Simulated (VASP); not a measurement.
# NaCl: single point with r2SCAN

Crystal: NaCl.

```xyz
2
Lattice="2.6078 2.6078 0.0000 -2.6078 2.6078 0.0000 0.0000 2.6078 2.6078" Properties=species:S:1:pos:R:3 pbc="T T T"
Na    0.0000    0.0000    0.0000
Cl    0.0000    2.6078    0.0000
```

```yaml
Program: VASP 6.6.1
Task: single point
Functional: r2SCAN
Potentials_or_basis: VASP PAW PBE potentials, release 64 (Na_pv, Cl)
Cutoff: 550 eV
k_mesh: 8 × 8 × 8
Occupations: gaussian, width 0.01 eV
Spin: no spin polarisation
Dipole_correction: no
Further_INCAR_settings: ALGO = Normal; EDIFF = 1e-06; NBANDS = 14
```

```
Pressure               : 9.6 GPa
Band gap on the k mesh : 7.09 eV
```

Levels at points of the mesh, in eV from the valence-band top:
| k point | band 5 | band 6 | band 7 | band 8 | band 9 | band 10 |
| --- | --- | --- | --- | --- | --- | --- |
| (0.00, 0.00, 0.00) | 0.00 | 0.00 | 0.00 | 7.09 | 11.89 | 11.89 |
| (0.50, 0.00, 0.00) | -2.76 | -0.45 | -0.45 | 8.35 | 12.29 | 12.29 |
| (0.50, 0.50, 0.00) | -2.41 | -0.88 | -0.88 | 8.28 | 9.11 | 14.15 |

Wall time 40 s on 1 thread of Intel(R) Xeon(R) Platinum 8559C (Emerald Rapids), on a shared host, peak memory 0.15 GiB.

Caveat: the cell stands under pressure; the PAW data sets were made with another functional, which shifts forces and pressure a little.
